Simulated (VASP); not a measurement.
A run of VASP 6.6.1 is set up as follows.

INCAR

```
PREC = Accurate
ENCUT = 500
EDIFF = 1E-6
ISMEAR = 0
SIGMA = 0.01
LREAL = F
LASPH = T
NELM = 120
ALGO = Normal
ISIF = 2
LWAVE = F
LCHARG = F
GGA = CA
NBANDS = 17
GGA_COMPAT = F
```

The input KPOINTS:

```
Automatic mesh
0
Gamma
  6 6 6
```

Contents of POSCAR:

```
TePb
1.0
    3.1180623660      3.1180623660      0.0000000000
   -3.1180623660      3.1180623660      0.0000000000
    0.0000000000      3.1180623660      3.1180623660
Te Pb
1 1
Direct
    0.5000000000      0.5000000000      0.0000000000
    0.0000000000      0.0000000000      0.0000000000
```

Potentials or basis: VASP PAW LDA potentials, release 64 (Te, Pb_d).

Launch:

```console
$ cat potpaw_LDA.64/Te/POTCAR potpaw_LDA.64/Pb_d/POTCAR > POTCAR
$ mpirun -np 1 vasp_std > vasp.out
```

Task: Predict the band gap on the k mesh.

Result: 0.38 eV.

Task: Predict the pressure.

Result: 4.1 GPa.

Caveat: the cell stands under pressure; spin-orbit coupling is left out, which moves the levels of the heavy elements. A k mesh can miss the band edges.
